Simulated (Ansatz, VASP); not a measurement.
## One calculation of AlB2As3, two programs

```xyz
6
Lattice="-1.7892 1.7892 7.8886 1.7892 -1.7892 7.8886 1.7892 1.7892 -7.8886" Properties=species:S:1:pos:R:3 pbc="T T T"
Al    0.0000    0.0000    0.0000
B     0.0000    0.0000   10.6604
B     0.0000    0.0000    5.1169
As    0.0000    1.7892    6.2810
As    1.7892    0.0000    3.9443
As    0.0000    1.7892    1.6076
```

Alike in both runs: functional PBE; k mesh 10 × 10 × 10; occupations gaussian, width 0.02 eV; no spin polarisation.

Ansatz relaxed the structure, and its values are those at the end. VASP's run is a single point on that final structure, the one shown.

|  | VASP | Ansatz |
| --- | --- | --- |
| version | VASP 6.6.1 | Ansatz 0.2.0 |
| potentials or method | VASP PAW PBE potentials, release 64 (Al, B, As), cutoff 520 eV | scalar-relativistic, plane waves, PAW |
| valence electrons in the cell | 24 | 54 |

|  | VASP | Ansatz | Ansatz less VASP |
| --- | --- | --- | --- |
| gap on the k mesh at the Fermi level (eV) | 0.62 | 0.63 | +0.009 |
| least direct gap on the mesh (eV) | 0.67 | 0.68 | +0.008 |
| pressure (GPa) | 0.3 | 0.0 | -0.35 |
| rms of the force components (eV/Å) | 0.006 | 0.002 | -0.0044 |

VASP's potentials hold 24 valence electrons a cell and Ansatz's 54, so a difference there can come from the potentials and not from the codes.
